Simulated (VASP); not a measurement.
# Pd (Fm-3m) in VASP: single point with PBE+U

Aim: the single point of Pd with PBE+U.

Program: VASP 6.6.1. These are calculated values, not measurements. Logs are shortened: lines on timing, memory, paths and dates and some standing lists are left out, and cuts for length are marked.

## 1. The cell of the first run

It takes space group Fm-3m (No. 225, cubic). Conventional cell: a = 3.942 Å, b = 3.942 Å, c = 3.942 Å, α = 90.00°, β = 90.00°, γ = 90.00°. Within 3.7 Å of Pd (site symmetry m-3m) lie 12 Pd at 2.79 Å.

## 2. Single point, PBE+U

INCAR reads:

```
SYSTEM = Pd
  PREC = Accurate
  ENCUT = 630
  EDIFF = 1E-6
  ISMEAR = 0
  SIGMA = 0.1
  LREAL = .FALSE.
  LASPH = .TRUE.
  NELM = 200
  ALGO = Normal
  ISIF = 2
  LWAVE = .FALSE.
  LCHARG = .FALSE.
  LMAXMIX = 4
  LDAU = .TRUE.
  LDAUTYPE = 2
  LDAUL = 2
  LDAUU = 3
  LDAUJ = 0
  LDAUPRINT = 1
  GGA = PE
  NBANDS = 15
  GGA_COMPAT = .FALSE.
```

KPOINTS reads:

```
regular mesh
0
G
  18 18 18
  0 0 0
```

POSCAR reads:

```
Pd
1.0
    0.0000000000      1.9711878716      1.9711878716
    1.9711878716      0.0000000000      1.9711878716
    1.9711878716      1.9711878716      0.0000000000
Pd
1
Direct
    0.0000000000      0.0000000000      0.0000000000
```

Potentials or basis: VASP PAW PBE potentials, release 64 (Pd_sv_GW).

Command:

```console
cat potpaw_PBE.64/Pd_sv_GW/POTCAR > POTCAR
mpirun -np 1 vasp_std > vasp.out
```

OUTCAR:

```text
SYSTEM = Pd
   PREC = Accurate
   ENCUT = 630
   EDIFF = 1E-6
   ISMEAR = 0
   LREAL = .FALSE.
   LASPH = .TRUE.
   NELM = 200
   ISIF = 2
   GGA = PE

 ion  position               nearest neighbor table
   1  0.000  0.000  0.000-

  LATTYP: Found a face centered cubic cell.
 ALAT       =     3.9423757432

  Lattice vectors:

 A1 = (   0.0000000000,   1.9711878716,   1.9711878716)
 A2 = (   1.9711878716,   0.0000000000,   1.9711878716)
 A3 = (   1.9711878716,   1.9711878716,   0.0000000000)

Analysis of symmetry for initial positions (statically):
=====================================================================
 Subroutine PRICEL returns:
 Original cell was already a primitive cell.

 Routine SETGRP: Setting up the symmetry group for a
 face centered cubic supercell.

 Subroutine GETGRP returns: Found 48 space group operations
 (whereof 48 operations were pure point group operations)
 out of a pool of 48 trial point group operations.

The static configuration has the point symmetry O_h .

Analysis of symmetry for dynamics (positions and initial velocities):
=====================================================================
 Subroutine PRICEL returns:
 Original cell was already a primitive cell.

 Routine SETGRP: Setting up the symmetry group for a
 face centered cubic supercell.

 Subroutine GETGRP returns: Found 48 space group operations
 (whereof 48 operations were pure point group operations)
 out of a pool of 48 trial point group operations.

The dynamic configuration has the point symmetry O_h .

 Subroutine INISYM returns: Found 48 space group operations
 (whereof 48 operations are pure point group operations),
 and found     1 'primitive' translations

----------------------------------------------------------------------------------------

                                     Primitive cell

  volume of cell :      15.3184

  direct lattice vectors                    reciprocal lattice vectors
     0.000000000  1.971187872  1.971187872    -0.253654158  0.253654158  0.253654158
     1.971187872  0.000000000  1.971187872     0.253654158 -0.253654158  0.253654158
     1.971187872  1.971187872  0.000000000     0.253654158  0.253654158 -0.253654158

  length of vectors
     2.787680622  2.787680622  2.787680622     0.439341889  0.439341889  0.439341889

  position of ions in fractional coordinates (direct lattice)
     0.000000000  0.000000000  0.000000000

  ion indices of the primitive-cell ions
   primitive index   ion index
                 1           1

----------------------------------------------------------------------------------------

 KPOINTS: regular mesh

Automatic generation of k-mesh.
 Grid dimensions read from file:
 generate k-points for:   18   18   18

 Generating k-lattice:

  Cartesian coordinates                     Fractional coordinates (reciprocal lattice)
    -0.014091898  0.014091898  0.014091898     0.055555556  0.000000000  0.000000000
     0.014091898 -0.014091898  0.014091898     0.000000000  0.055555556  0.000000000
     0.014091898  0.014091898 -0.014091898     0.000000000  0.000000000  0.055555556

  Length of vectors
     0.024407883  0.024407883  0.024407883

  Shift w.r.t. Gamma in fractional coordinates (k-lattice)
     0.000000000  0.000000000  0.000000000

 Subroutine IBZKPT returns following result:
 ===========================================

 Found    195 irreducible k-points:
[... 38 lines left out ...]
   ISTART =      0    job   : 0-new  1-cont  2-samecut
   ICHARG =      2    charge: 1-file 2-atom 10-const
   ISPIN  =      1    spin polarized calculation?
   LNONCOLLINEAR =      F non collinear calculations
   LSORBIT =      F    spin-orbit coupling
   LASPH  =      T    aspherical Exc in radial PAW
   ENCUT  =  630.0 eV  46.30 Ry    6.80 a.u.   5.71  5.71  5.71*2*pi/ulx,y,z
   NELM   =    200;   NELMIN=  2; NELMDL= -5     # of ELM steps
   EDIFF  = 0.1E-05   stopping-criterion for ELM
   LREAL  =      F    real-space projection
   EDIFFG = 0.1E-04   stopping-criterion for IOM
   NSW    =      0    number of steps for IOM
   IBRION =     -1    ionic relax: 0-MD 1-quasi-New 2-CG
   NFREE  =      0    steps in history (QN), initial steepest desc. (CG)
   ISIF   =      2    stress and relaxation
   ISYM   =      2    0-nonsym 1-usesym 2-fastsym
   POTIM  = 0.5000    time-step for ionic-motion
   TEBEG  =    0.0;   TEEND  =   0.0 temperature during run
   PSTRESS=    0.0 pullay stress
   NELECT =      18.0000    total number of electrons
   NUPDOWN=      -1.0000    fix difference up-down
   EMIN   =  10.00;   EMAX   =-10.00  energy-range for DOS
   EFERMI =   0.00;   METHOD = LEGACY
   ISMEAR =     0;   SIGMA  =   0.10  broadening in eV -4-tet -1-fermi 0-gaus
   EFERMI_NEDOS =   21; number of points for ismear=-14 and -15
   IALGO  =     38    algorithm
   IMIX   =      4    mixing-type and parameters
     AMIX     =   0.40;   BMIX     =  1.00
     AMIX_MAG =   1.60;   BMIX_MAG =  1.00
  volume/ion in A,a.u.               =      15.32       103.37
  Fermi-wavevector in a.u.,A,eV,Ry     =   1.727538  3.264574 40.605065  2.984388
  Thomas-Fermi vector in A             =   2.802643
   LORBIT       =      0    0 simple, 1 ext, 2 COOP (PROOUT), +10 PAW based schemes
 LDA+U is selected, type is set to LDAUTYPE =  2
   angular momentum for each species LDAUL =     2
   U (eV)           for each species LDAUU =   3.0
   J (eV)           for each species LDAUJ =   0.0
   GGA     = PE    functional components
   LHFCALC =     F    Hartree Fock is set to
   AEXX    =    0.0000 exact exchange contribution
   IVDW    =     0    specifies the selected vdW correction
   LEPSILON=     F    determine dielectric tensor
   LRPA    =     F    only Hartree local field effects (RPA)
 non-spin polarized calculation
 Gauss-broadening in eV      SIGMA  =   0.10
  energy-cutoff  :      630.00
  volume of cell :       15.32
 maximum number of plane-waves:       568
   NGX = 11   NGY = 11   NGZ = 11

atom =   1  type =  1  l = 2

 onsite density matrix

spin component  1

  0.7268  0.0000 -0.0000 -0.0000 -0.0000
  0.0000  0.7268  0.0000 -0.0000  0.0000
 -0.0000  0.0000  0.7952 -0.0000 -0.0000
 -0.0000 -0.0000 -0.0000  0.7268 -0.0000
 -0.0000  0.0000 -0.0000 -0.0000  0.7952

spin component  2

  0.7268  0.0000 -0.0000 -0.0000 -0.0000
  0.0000  0.7268  0.0000 -0.0000  0.0000
 -0.0000  0.0000  0.7952 -0.0000 -0.0000
 -0.0000 -0.0000 -0.0000  0.7268 -0.0000
 -0.0000  0.0000 -0.0000 -0.0000  0.7952

 occupancies and eigenvectors

  o =  0.7268  v =  0.0000  0.9097  0.0000  0.4152 -0.0000  0.0000  0.0000  0.0000  0.0000  0.0000      0.0000  0.0000  0.0000  0.0000  0.0000  0.0000  0.0000  0.0000  0.0000  0.0000
  o =  0.7268  v =  0.0000  0.0000  0.0000  0.0000  0.0000  0.0000  0.9097  0.0000  0.4152 -0.0000      0.0000  0.0000  0.0000  0.0000  0.0000  0.0000  0.0000  0.0000  0.0000  0.0000
  o =  0.7268  v =  1.0000  0.0000  0.0000  0.0000  0.0000  0.0000  0.0000  0.0000  0.0000  0.0000      0.0000  0.0000  0.0000  0.0000  0.0000  0.0000  0.0000  0.0000  0.0000  0.0000
  o =  0.7268  v =  0.0000  0.0000  0.0000  0.0000  0.0000  1.0000  0.0000  0.0000  0.0000  0.0000      0.0000  0.0000  0.0000  0.0000  0.0000  0.0000  0.0000  0.0000  0.0000  0.0000
  o =  0.7268  v =  0.0000 -0.4152  0.0000  0.9097 -0.0000  0.0000  0.0000  0.0000  0.0000  0.0000      0.0000  0.0000  0.0000  0.0000  0.0000  0.0000  0.0000  0.0000  0.0000  0.0000
  o =  0.7268  v =  0.0000  0.0000  0.0000  0.0000  0.0000  0.0000 -0.4152  0.0000  0.9097 -0.0000      0.0000  0.0000  0.0000  0.0000  0.0000  0.0000  0.0000  0.0000  0.0000  0.0000
  o =  0.7952  v =  0.0000  0.0000 -0.9050  0.0000  0.4254  0.0000  0.0000  0.0000  0.0000  0.0000      0.0000  0.0000  0.0000  0.0000  0.0000  0.0000  0.0000  0.0000  0.0000  0.0000
  o =  0.7952  v =  0.0000  0.0000  0.0000  0.0000  0.0000  0.0000  0.0000 -0.9050  0.0000  0.4254      0.0000  0.0000  0.0000  0.0000  0.0000  0.0000  0.0000  0.0000  0.0000  0.0000
  o =  0.7952  v =  0.0000  0.0000  0.0000  0.0000  0.0000  0.0000  0.0000  0.4254  0.0000  0.9050      0.0000  0.0000  0.0000  0.0000  0.0000  0.0000  0.0000  0.0000  0.0000  0.0000
  o =  0.7952  v =  0.0000  0.0000  0.4254  0.0000  0.9050  0.0000  0.0000  0.0000  0.0000  0.0000      0.0000  0.0000  0.0000  0.0000  0.0000  0.0000  0.0000  0.0000  0.0000  0.0000

 number of electron      18.0000001 magnetization

 Free energy of the ion-electron system (eV)
  ---------------------------------------------------
  ext. energy  EPLUGINS =         0.00000000
  ---------------------------------------------------
  free energy    TOTEN  =        -0.97475131 eV

  energy without entropy =       -0.96437649  energy(sigma->0) =       -0.96956390

 E-fermi :   7.5525     XC(G=0): -13.2070

 val. band max:        7.5489807910   @ k =   0.5000   0.3333   0.0556
 cond. band min:       7.5533793116   @ k =  -0.2778   0.3889   0.1667
 fundamental gap:      0.0043985206
 Fermi energy:         7.5524528292

 k-point     1 :       0.0000    0.0000    0.0000
  band No.  band energies     occupation
      1     -75.6709      2.00000
      2     -41.2251      2.00000
      3     -41.2251      2.00000
      4     -41.2251      2.00000
      5       1.0790      2.00000
      6       4.9278      2.00000
      7       4.9278      2.00000
      8       4.9278      2.00000
      9       6.2512      2.00000
     10       6.2512      2.00000
     11      24.9254      0.00000
     12      29.4491      0.00000
     13      29.4491      0.00000
     14      29.4491      0.00000
[... 401 lines left out ...]
      2     -41.4003      2.00000
      3     -41.2622      2.00000
      4     -41.2464      2.00000
      5       2.6851      2.00000
      6       4.7931      2.00000
      7       5.1865      2.00000
      8       5.2132      2.00000
      9       6.2075      2.00000
     10       6.7135      2.00000
     11      22.4706      0.00000
     12      25.8595      0.00000
     13      29.5685      0.00000
     14      31.9664      0.00000
     15      32.2136      0.00000

 [... further k-points ...]

------------------------ aborting loop because EDIFF is reached ----------------------------------------

  FORCE on cell =-STRESS in cart. coord.  units (eV):
  Direction    XX          YY          ZZ          XY          YZ          ZX
  --------------------------------------------------------------------------------------
  -------------------------------------------------------------------------------------
  Total       -0.0573040     -0.0573040     -0.0573040     -0.0000000      0.0000000      0.0000000
  in kB       -5.9935087     -5.9935087     -5.9935087     -0.0000000      0.0000000      0.0000000
  external PRESSURE =      -5.9935087 kB  Pullay stress =       0.0000000 kB

 VOLUME and BASIS-vectors are now :
 -----------------------------------------------------------------------------
  energy-cutoff  :      630.00
  volume of cell :       15.32
      direct lattice vectors                 reciprocal lattice vectors
     0.000000000  1.971187872  1.971187872    -0.253654158  0.253654158  0.253654158
     1.971187872  0.000000000  1.971187872     0.253654158 -0.253654158  0.253654158
     1.971187872  1.971187872  0.000000000     0.253654158  0.253654158 -0.253654158

 POSITION                                       TOTAL-FORCE (eV/Angst)
 -----------------------------------------------------------------------------------
      0.00000      0.00000      0.00000         0.000000      0.000000      0.000000
 -----------------------------------------------------------------------------------
    total drift:                               -0.000000      0.000000     -0.000000

  FREE ENERGIE OF THE ION-ELECTRON SYSTEM (eV)
  ---------------------------------------------------
  free  energy   TOTEN  =        -0.9747513054 eV

  energy  without entropy=       -0.9643764915  energy(sigma->0) =       -0.96956390
```

It took 35 s on 1 thread of Intel Xeon Platinum 8259CL at 2.50GHz (Skylake/Cascade Lake), shared host; peak memory 0.2 GiB.

What came out:

| Quantity | Value |
| --- | --- |
| Free energy | -0.9748 eV |
| Pressure | -0.6 GPa |
| Band gap on the k mesh | zero (bands 9 and 10 overlap by 1.66 eV) |

Eigenvalues of the final occupation matrices:
```csv
site,spin,trace,eigenvalues
site 1 d,1,3.77,0.73 0.73 0.73 0.80 0.80
site 1 d,2,3.77,0.73 0.73 0.73 0.80 0.80
```

Caveat: U without spin polarisation on a metal has little footing; the U is typed as a test and isn't derived for this compound.
